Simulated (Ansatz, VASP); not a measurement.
**One calculation of Ti3H2, two programs**

```
Ti H
1.0
     2.98181    0.00000    0.00000
    -1.49091    2.58232    0.00000
     0.00000    0.00000    7.52850
Ti H
3 2
Direct
  0.33333 0.66667 0.34991
  0.66667 0.33333 0.65009
  0.00000 0.00000 0.00000
  0.33333 0.66667 0.09532
  0.66667 0.33333 0.90468
```

Alike in both runs: functional PBE; k mesh 6 × 6 × 3; occupations gaussian, width 0.2 eV; no spin polarisation.

Ansatz relaxed the structure, and its values are those at the end. VASP's run is a single point on that final structure, the one shown.

|  | VASP | Ansatz |
| --- | --- | --- |
| version | VASP 6.6.1 | Ansatz 0.2.0 |
| potentials or method | VASP PAW PBE potentials, release 64 (Ti_sv, H), cutoff 520 eV | scalar-relativistic, plane waves, PAW |
| valence electrons in the cell | 38 | 38 |

Ansatz gave:

| Quantity | Value |
| --- | --- |
| gap on the k mesh at the Fermi level (eV) | none |
| pressure (GPa) | -0.2 |
| rms of the force components (eV/Å) | 0.022 |

**Question.** Which values does VASP return?

**Answer.** gap on the k mesh at the Fermi level (eV): none; pressure (GPa): -0.3; rms of the force components (eV/Å): 0.026.

A gap of «none» marks a metal or a gap that the smearing closes. The functional is the same, so the differences come from potentials, cutoffs and numerics.

The k mesh is coarse, so the values compare programs but aren't converged.
